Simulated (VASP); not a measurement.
Runs of VASP 6.6.1 on W. The structure is that of space group Fd-3m (No. 227), or close to it. The cells are those of the table. This isn't the form of W at room conditions, which is bcc.

```csv
task,cell,k mesh,cutoff (eV),gap on the mesh (eV),pressure (GPa)
single point,"a = 4.142 Å, angles 60.0°, 2 atoms",11 × 11 × 11,520,none,0.4
single point,"a = 3.969 Å, angles 60.0°, 2 atoms",11 × 11 × 11,520,none,(a)
single point,"a = 4.142 Å, angles 60.0°, 2 atoms",10 × 10 × 10,520,none,0.4
relaxation of cell and atoms,"relaxed from a = 3.926 Å, angles 60.0°, 2 atoms",10 × 10 × 10,600,none,0.1
single point,"a = 4.086 Å, angles 60.0°, 2 atoms",11 × 11 × 11,520,none,5.7
single point,"a = 4.301 Å, angles 60.0°, 2 atoms",11 × 11 × 11,520,none,-10.4
single point,"a = 4.196 Å, angles 60.0°, 2 atoms",11 × 11 × 11,520,none,-3.9
```

Alike in all rows: level revPBE; potentials or basis VASP PAW PBE potentials, release 64 (W_sv); no spin polarisation; smearing fermi-dirac 0.1 eV.

Question: Estimate the missing entries.

Answer: (a) 19.9.

Caveats: the PAW data sets were made with another functional, which shifts forces and pressure a little; spin-orbit coupling is left out, which moves the levels of the heavy elements; the cell stands under pressure (at least some runs); the cell stands under tension (at least some runs).

A k mesh can miss the band edges, and the runs leave out spin-orbit coupling on W.

A gap of «none» marks levels without a gap at the run's occupations.
